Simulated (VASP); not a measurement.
# CoO (R3m) in VASP: notebook

Runs on CoO. Level: PBEsol. Tasks: single point.

Program: VASP 6.6.1. These are calculated values, not measurements. Logs are shortened: lines on timing, memory, paths and dates and some standing lists are left out, and cuts for length are marked.

## (1) The cell of the first run

It takes space group R3m (No. 160, trigonal). The conventional cell has a = 3.011 Å, b = 3.011 Å, c = 7.320 Å, α = 90.00°, β = 90.00°, γ = 120.00°. Within 2.8 Å of Co (site symmetry 3m) lie 6 O at 2.10 to 2.15 Å. O (site symmetry 3m) has 6 Co at 2.10 to 2.15 Å within 2.8 Å.

## (2) Single point, PBEsol, collinear spin, ferromagnetic start

INCAR

```
  ALGO = Normal
  EDIFF = 1E-6
  ENCUT = 520
  GGA = PS
  ISIF = 2
  ISMEAR = 0
  ISPIN = 2
  LASPH = True
  LCHARG = True
  LELF = True
  LMAXMIX = 4
  LORBIT = 11
  LREAL = False
  LVHAR = True
  LWAVE = False
  MAGMOM = 2.64 0.33
  NBANDS = 18
  NELM = 150
  PREC = Accurate
  SIGMA = 0.15
```

KPOINTS

```
k-points
0
Gamma
  18 18 18
```

POSCAR

```
CoO
1.0
    1.5054695445      0.8691832468      2.4399269062
   -1.5054695445      0.8691832468      2.4399269062
    0.0000000000     -1.7383664936      2.4399269062
Co O
1 1
Direct
    0.0000000000      0.0000000000      0.0000000000
    0.4931691943      0.4931691943      0.4931691943
```

Potentials or basis: VASP PAW PBE potentials, release 64 (Co, O).

Command:

```sh
cat potpaw_PBE.64/Co/POTCAR potpaw_PBE.64/O/POTCAR > POTCAR
mpirun -np 1 vasp_std > vasp.out
```

OUTCAR:

```text
EDIFF = 1E-6
   ENCUT = 520
   GGA = PS
   ISIF = 2
   ISMEAR = 0
   ISPIN = 2
   LASPH = True
   LORBIT = 11
   LREAL = False
   NELM = 150
   PREC = Accurate

 ion  position               nearest neighbor table
   1  0.000  0.000  0.000-   2 2.10   2 2.10   2 2.10   2 2.15   2 2.15   2 2.15
   2  0.493  0.493  0.493-   1 2.10   1 2.10   1 2.10   1 2.15   1 2.15   1 2.15

  LATTYP: Found a trigonal (rhomboedric) cell.
 ALAT       =     2.9958573687
 COS(alpha) =     0.4949531368

  Lattice vectors:

 A1 = (   1.5054695445,   0.8691832468,   2.4399269062)
 A2 = (  -1.5054695445,   0.8691832468,   2.4399269062)
 A3 = (   0.0000000000,  -1.7383664936,   2.4399269062)

Analysis of symmetry for initial positions (statically):
=====================================================================
 Subroutine PRICEL returns:
 Original cell was already a primitive cell.

 Routine SETGRP: Setting up the symmetry group for a
 trigonal (rhombohedral) supercell.

 Subroutine GETGRP returns: Found  6 space group operations
 (whereof  6 operations were pure point group operations)
 out of a pool of 12 trial point group operations.

The static configuration has the point symmetry C_3v.

Analysis of symmetry for dynamics (positions and initial velocities):
=====================================================================
 Subroutine PRICEL returns:
 Original cell was already a primitive cell.

 Routine SETGRP: Setting up the symmetry group for a
 trigonal (rhombohedral) supercell.

 Subroutine GETGRP returns: Found  6 space group operations
 (whereof  6 operations were pure point group operations)
 out of a pool of 12 trial point group operations.

The dynamic configuration has the point symmetry C_3v.

Analysis of structural, dynamic, and magnetic symmetry:
=====================================================================
 Subroutine PRICEL returns:
 Original cell was already a primitive cell.

 Routine SETGRP: Setting up the symmetry group for a
 trigonal (rhombohedral) supercell.

 Subroutine GETGRP returns: Found  6 space group operations
 (whereof  6 operations were pure point group operations)
 out of a pool of 12 trial point group operations.

The overall configuration has the point symmetry C_3v.

 Subroutine INISYM returns: Found  6 space group operations
 (whereof  6 operations are pure point group operations),
 and found     1 'primitive' translations

----------------------------------------------------------------------------------------

                                     Primitive cell

  volume of cell :      19.1563

  direct lattice vectors                    reciprocal lattice vectors
     1.505469544  0.869183247  2.439926906     0.332122295  0.191750896  0.136616114
    -1.505469544  0.869183247  2.439926906    -0.332122295  0.191750896  0.136616114
     0.000000000 -1.738366494  2.439926906     0.000000000 -0.383501793  0.136616114

  length of vectors
     2.995857369  2.995857369  2.995857369     0.407108816  0.407108816  0.407108816

  position of ions in fractional coordinates (direct lattice)
     0.000000000  0.000000000  0.000000000
     0.493169194  0.493169194  0.493169194

  ion indices of the primitive-cell ions
   primitive index   ion index
                 1           1
                 2           2

----------------------------------------------------------------------------------------

 KPOINTS: k-points

Automatic generation of k-mesh.
 Grid dimensions read from file:
 generate k-points for:   18   18   18

 Generating k-lattice:

  Cartesian coordinates                     Fractional coordinates (reciprocal lattice)
     0.018451239  0.010652828  0.007589784     0.055555556  0.000000000  0.000000000
    -0.018451239  0.010652828  0.007589784     0.000000000  0.055555556  0.000000000
     0.000000000 -0.021305655  0.007589784     0.000000000  0.000000000  0.055555556

  Length of vectors
     0.022617156  0.022617156  0.022617156

  Shift w.r.t. Gamma in fractional coordinates (k-lattice)
     0.000000000  0.000000000  0.000000000

 Subroutine IBZKPT returns following result:
 ===========================================

 Found    580 irreducible k-points:

 Following reciprocal coordinates:
            Coordinates               Weight
  0.000000  0.000000  0.000000      1.000000
  0.055556  0.000000 -0.000000      6.000000
  0.111111  0.000000 -0.000000      6.000000
  0.166667  0.000000 -0.000000      6.000000
  0.222222  0.000000  0.000000      6.000000
  0.277778  0.000000  0.000000      6.000000
[... 16 lines left out ...]
 -0.277778  0.055556 -0.000000     12.000000
 -0.222222  0.055556 -0.000000     12.000000
 [... further k-points ...]
   k-points           NKPTS =    580   k-points in BZ     NKDIM =    580   number of bands    NBANDS=     18
   number of dos      NEDOS =    301   number of ions     NIONS =      2
   total plane-waves  NPLWV =  13824
   dimension x,y,z NGX =    24 NGY =   24 NGZ =   24
   dimension x,y,z NGXF=    48 NGYF=   48 NGZF=   48
   ions per type =               1   1
   NGX,Y,Z   is equivalent  to a cutoff of  13.32, 13.32, 13.32 a.u.
   NGXF,Y,Z  is equivalent  to a cutoff of  26.64, 26.64, 26.64 a.u.
 SYSTEM =  unknown system
   PREC   = accura    normal or accurate (medium, high low for compatibility)
   ISTART =      0    job   : 0-new  1-cont  2-samecut
   ICHARG =      2    charge: 1-file 2-atom 10-const
   ISPIN  =      2    spin polarized calculation?
   LNONCOLLINEAR =      F non collinear calculations
   LSORBIT =      F    spin-orbit coupling
   LASPH  =      T    aspherical Exc in radial PAW
   ENCUT  =  520.0 eV  38.22 Ry    6.18 a.u.   5.57  5.57  5.57*2*pi/ulx,y,z
   NELM   =    150;   NELMIN=  2; NELMDL= -5     # of ELM steps
   EDIFF  = 0.1E-05   stopping-criterion for ELM
   LREAL  =      F    real-space projection
   EDIFFG = 0.1E-04   stopping-criterion for IOM
   NSW    =      0    number of steps for IOM
   IBRION =     -1    ionic relax: 0-MD 1-quasi-New 2-CG
   NFREE  =      0    steps in history (QN), initial steepest desc. (CG)
   ISIF   =      2    stress and relaxation
   ISYM   =      2    0-nonsym 1-usesym 2-fastsym
   POTIM  = 0.5000    time-step for ionic-motion
   TEBEG  =    0.0;   TEEND  =   0.0 temperature during run
   PSTRESS=    0.0 pullay stress
   NELECT =      15.0000    total number of electrons
   NUPDOWN=      -1.0000    fix difference up-down
   EMIN   =  10.00;   EMAX   =-10.00  energy-range for DOS
   EFERMI =   0.00;   METHOD = LEGACY
   ISMEAR =     0;   SIGMA  =   0.15  broadening in eV -4-tet -1-fermi 0-gaus
   EFERMI_NEDOS =   21; number of points for ismear=-14 and -15
   IALGO  =     38    algorithm
   IMIX   =      4    mixing-type and parameters
     AMIX     =   0.40;   BMIX     =  1.00
     AMIX_MAG =   1.60;   BMIX_MAG =  1.00
  volume/ion in A,a.u.               =       9.58        64.64
  Fermi-wavevector in a.u.,A,eV,Ry     =   1.508927  2.851458 30.978555  2.276860
  Thomas-Fermi vector in A             =   2.619316
   LORBIT       =     11    0 simple, 1 ext, 2 COOP (PROOUT), +10 PAW based schemes
   GGA     = PS    functional components
   LHFCALC =     F    Hartree Fock is set to
   AEXX    =    0.0000 exact exchange contribution
   IVDW    =     0    specifies the selected vdW correction
   LEPSILON=     F    determine dielectric tensor
   LRPA    =     F    only Hartree local field effects (RPA)
 spin polarized calculation
 Gauss-broadening in eV      SIGMA  =   0.15
  energy-cutoff  :      520.00
  volume of cell :       19.16
 maximum number of plane-waves:       534
   NGX = 11   NGY = 11   NGZ = 11

 number of electron      15.0000001 magnetization       2.9074780

 Free energy of the ion-electron system (eV)
  ---------------------------------------------------
  ext. energy  EPLUGINS =         0.00000000
  ---------------------------------------------------
  free energy    TOTEN  =       -13.97770120 eV

  energy without entropy =      -13.93126264  energy(sigma->0) =      -13.95448192

 E-fermi :   7.9418     XC(G=0): -12.7102

 val. band max:        7.9417674769   @ k =  -0.1667   0.3333   0.1667
 cond. band min:       7.9421881628   @ k =   0.5000   0.2778   0.2778
 fundamental gap:      0.0004206860
 Fermi energy:         7.9417893068

 spin component 1

 k-point     1 :       0.0000    0.0000    0.0000
  band No.  band energies     occupation
      1     -12.3649      1.00000
      2       4.4188      1.00000
      3       4.4188      1.00000
      4       4.5276      1.00000
      5       4.7517      1.00000
      6       4.7517      1.00000
[... 10 lines left out ...]
     17      29.4880      0.00000
     18      32.7577      0.00000
[... 463 lines left out ...]
 k-point    24 :      -0.2222    0.0556   -0.0000
  band No.  band energies     occupation
      1     -11.7947      1.00000
      2       1.5849      1.00000
      3       2.5760      1.00000
      4       2.8328      1.00000
      5       5.0969      1.00000
      6       5.1361      1.00000
[... 10 lines left out ...]
     17      34.7976      0.00000
     18      36.7609      0.00000

 [... further k-points ...]

 spin component 2

 k-point     1 :       0.0000    0.0000    0.0000
  band No.  band energies     occupation
      1     -11.8339      1.00000
      2       5.2315      1.00000
      3       5.2315      1.00000
      4       5.2863      1.00000
      5       6.8221      1.00000
      6       6.8221      1.00000
[... 10 lines left out ...]
     17      30.4297      0.00000
     18      33.5746      0.00000
[... 463 lines left out ...]
 k-point    24 :      -0.2222    0.0556   -0.0000
  band No.  band energies     occupation
      1     -11.2468      1.00000
      2       2.2814      1.00000
      3       3.9343      1.00000
      4       4.0246      1.00000
      5       7.2176      1.00000
      6       7.3490      1.00000
[... 10 lines left out ...]
     17      35.2901      0.00000
     18      37.5215      0.00000

 [... further k-points ...]

------------------------ aborting loop because EDIFF is reached ----------------------------------------

  FORCE on cell =-STRESS in cart. coord.  units (eV):
  Direction    XX          YY          ZZ          XY          YZ          ZX
  --------------------------------------------------------------------------------------
  -------------------------------------------------------------------------------------
  Total       -1.1119296     -1.1119296     -1.1694079      0.0000000      0.0000000      0.0000000
  in kB      -92.9986170    -92.9986171    -97.8059403      0.0000000      0.0000000      0.0000000
  external PRESSURE =     -94.6010581 kB  Pullay stress =       0.0000000 kB

 VOLUME and BASIS-vectors are now :
 -----------------------------------------------------------------------------
  energy-cutoff  :      520.00
  volume of cell :       19.16
      direct lattice vectors                 reciprocal lattice vectors
     1.505469544  0.869183247  2.439926906     0.332122295  0.191750896  0.136616114
    -1.505469544  0.869183247  2.439926906    -0.332122295  0.191750896  0.136616114
     0.000000000 -1.738366494  2.439926906     0.000000000 -0.383501793  0.136616114

 POSITION                                       TOTAL-FORCE (eV/Angst)
 -----------------------------------------------------------------------------------
      0.00000      0.00000      0.00000         0.000000      0.000000     -0.003251
      0.00000      0.00000      3.60989         0.000000     -0.000000      0.003251
 -----------------------------------------------------------------------------------
    total drift:                                0.000000      0.000000      0.000005

  FREE ENERGIE OF THE ION-ELECTRON SYSTEM (eV)
  ---------------------------------------------------
  free  energy   TOTEN  =       -13.9777012009 eV

  energy  without entropy=      -13.9312626421  energy(sigma->0) =      -13.95448192

 total charge

# of ion       s       p       d       tot
------------------------------------------
    1        0.301   0.368   7.152   7.821
    2        1.551   3.403   0.000   4.954
--------------------------------------------------
tot          1.851   3.771   7.152  12.775

 magnetization (x)

# of ion       s       p       d       tot
------------------------------------------
    1        0.020   0.018   2.507   2.544
    2        0.029   0.280   0.000   0.310
--------------------------------------------------
tot          0.049   0.298   2.507   2.854
```

Run time: 5.8 min. Hardware: 1 thread of AMD EPYC 9R45 (Zen 5), shared host; peak memory 0.37 GiB.

What came out:

```
Free energy                                           : -13.9777 eV
Pressure                                              : -9.5 GPa
Largest force                                         : 0.003 eV/Å
Net moment                                            : 2.91 μB per cell
Site moments                                          : Co +2.54; O +0.31 μB
Valence electrons inside the program's atomic spheres : Co 7.82; O 4.95
```

Forces in eV/Å, atoms in the order of the input:
```
Co   0.000  0.000 -0.003
O    0.000  0.000  0.003
```

Caveat: the cell stands under tension; the PAW data sets were made with another functional, which shifts forces and pressure a little; a cell with one magnetic atom can't hold antiferromagnetic order, which such compounds often take; semilocal functionals often make such compounds metallic where correlation or magnetic order opens a gap, which also shifts bond lengths. With open d or f shells a metallic result of PBEsol can be an artefact of self-interaction; +U or a hybrid may open a gap.

## (3) Single point, PBEsol, collinear spin, ferromagnetic start

INCAR

```
  ALGO = Normal
  EDIFF = 1E-6
  ENCUT = 520
  GGA = PS
  ISIF = 2
  ISMEAR = 0
  ISPIN = 2
  LASPH = T
  LCHARG = F
  LMAXMIX = 4
  LORBIT = 11
  LREAL = F
  LWAVE = F
  MAGMOM = 2.64 0.33
  NBANDS = 18
  NELM = 150
  PREC = Accurate
  SIGMA = 0.15
```

KPOINTS is that of step 2.

POSCAR, as its differences from that of step 2:

```diff
@@ -9,2 +9,2 @@
     0.0000000000      0.0000000000      0.0000000000
-    0.4931691943      0.4931691943      0.4931691943
+    0.5034154029      0.5034154029      0.5034154029
```

Potentials or basis: VASP PAW PBE potentials, release 64 (Co, O).

Command:

```sh
cat potpaw_PBE.64/Co/POTCAR potpaw_PBE.64/O/POTCAR > POTCAR
mpirun -np 1 vasp_std > vasp.out
```

Run time: 5.1 min. Hardware: 1 thread of AMD EPYC 9R45 (Zen 5), shared host; peak memory 0.37 GiB.

Results (log left out):

```
Free energy                                           : -13.9778 eV
Pressure                                              : -9.6 GPa
Net moment                                            : 2.91 μB per cell
Site moments                                          : Co +2.54; O +0.31 μB
Valence electrons inside the program's atomic spheres : Co 7.82; O 4.95
```

Stress tensor (GPa, compression positive):
```
-9.50  0.00  0.00
 0.00 -9.50  0.00
 0.00  0.00 -9.81
```

Levels at points of the mesh, in eV from the Fermi level:
Spin up:
```
           k point  band 5  band 6  band 7  band 8  band 9  band 10  band 11  band 12  band 13  band 14
(0.00, 0.00, 0.00)   -3.20   -3.20   -3.10   -3.10   -3.04     0.89    16.59    17.91    17.91    18.12
(0.50, 0.00, 0.00)   -2.41   -2.38   -1.85    0.09    0.10     4.89     9.24    13.27    13.38    20.38
(0.50, 0.50, 0.00)   -4.01   -2.91   -2.39   -2.11   -2.10     5.75     9.69    11.50    15.60    15.71
(0.50, 0.50, 0.50)   -2.39   -2.39   -1.82    0.11    0.11     4.83     9.35    13.17    13.17    20.27
```
Spin down:
```
           k point  band 3  band 4  band 5  band 6  band 7  band 8  band 9  band 10
(0.00, 0.00, 0.00)   -2.68   -2.63   -1.13   -1.13   -1.09   -0.14   -0.14     1.44
(0.50, 0.00, 0.00)   -4.80   -4.75   -0.14   -0.11    0.19    2.56    2.58     5.20
(0.50, 0.50, 0.00)   -3.97   -3.91   -2.29    0.15    0.15    0.34    0.82     6.58
(0.50, 0.50, 0.50)   -4.82   -4.82   -0.11   -0.11    0.21    2.59    2.59     5.14
```

Caveat: the cell stands under tension; the PAW data sets were made with another functional, which shifts forces and pressure a little; a cell with one magnetic atom can't hold antiferromagnetic order, which such compounds often take; semilocal functionals often make such compounds metallic where correlation or magnetic order opens a gap, which also shifts bond lengths. With open d or f shells a metallic result of PBEsol can be an artefact of self-interaction; +U or a hybrid may open a gap.

## (4) Single point, PBEsol, collinear spin, ferromagnetic start

INCAR is that of step 3.

KPOINTS is that of step 3.

POSCAR, as its differences from that of step 3:

```diff
@@ -9,2 +9,2 @@
     0.0000000000      0.0000000000      0.0000000000
-    0.5034154029      0.5034154029      0.5034154029
+    0.4863383886      0.4863383886      0.4863383886
```

Command:

```sh
cat potpaw_PBE.64/Co/POTCAR potpaw_PBE.64/O/POTCAR > POTCAR
mpirun -np 1 vasp_std > vasp.out
```

Run time: 7.3 min. Hardware: 1 thread of Intel Xeon 8259CL, shared host; peak memory 0.41 GiB.

Results (log left out):

```yaml
Free_energy: -13.9773 eV
Pressure: -8.9 GPa
Largest_force: 0.018 eV/Å
Net_moment: 2.91 μB per cell
Site_moments: Co +2.55; O +0.31 μB
Valence_electrons_inside_the_program's_atomic_spheres: Co 7.83; O 4.96
```

Forces on the atoms (eV/Å):
```
Co   0.000  0.000 -0.018
O    0.000  0.000  0.018
```

Stress tensor (GPa, compression positive):
```
-8.54  0.00  0.00
 0.00 -8.54  0.00
 0.00  0.00 -9.69
```

Levels at points of the mesh, in eV from the Fermi level:
Spin up:
```
           k point  band 6  band 7  band 8  band 9  band 10  band 11  band 12  band 13
(0.00, 0.00, 0.00)   -3.18   -2.73   -2.73   -2.69     0.88    16.54    17.89    17.89
(0.50, 0.00, 0.00)   -2.40   -1.86    0.01    0.10     4.94     9.19    13.31    13.46
(0.50, 0.50, 0.00)   -2.83   -2.38   -2.11   -2.11     5.70     9.72    11.43    15.60
(0.50, 0.50, 0.50)   -2.38   -1.83    0.14    0.14     4.85     9.29    13.18    13.18
```
Spin down:
```tsv
k point	band 4	band 5	band 6	band 7	band 8	band 9
(0.00, 0.00, 0.00)	-2.75	-1.09	-1.09	-0.92	-0.04	-0.04
(0.50, 0.00, 0.00)	-4.71	-0.14	-0.11	0.19	2.45	2.57
(0.50, 0.50, 0.00)	-4.00	-2.17	0.16	0.16	0.37	0.81
(0.50, 0.50, 0.50)	-4.85	-0.10	-0.10	0.23	2.61	2.61
```

Caveat: the cell stands under tension; the PAW data sets were made with another functional, which shifts forces and pressure a little; a cell with one magnetic atom can't hold antiferromagnetic order, which such compounds often take; semilocal functionals often make such compounds metallic where correlation or magnetic order opens a gap, which also shifts bond lengths.

## (5) Summary

| cell | gap on the mesh (eV) | pressure (GPa) | moment (μB) |
| --- | --- | --- | --- |
| as given, atomic positions A | none | -9.5 | 2.91 |
| as given, atomic positions B | none | -9.6 | 2.91 |
| as given, atomic positions C | none | -8.9 | 2.91 |

Alike in all rows: task single point; level PBEsol; potentials or basis VASP PAW PBE potentials, release 64 (Co, O); spin collinear, ferromagnetic start; k mesh 18 × 18 × 18; cutoff (eV) 520; smearing gaussian 0.15 eV.

Caveats: the cell stands under tension; the PAW data sets were made with another functional, which shifts forces and pressure a little; a cell with one magnetic atom can't hold antiferromagnetic order, which such compounds often take; semilocal functionals often make such compounds metallic where correlation or magnetic order opens a gap, which also shifts bond lengths.

Absolute energies hang on the potentials; compare differences alone.
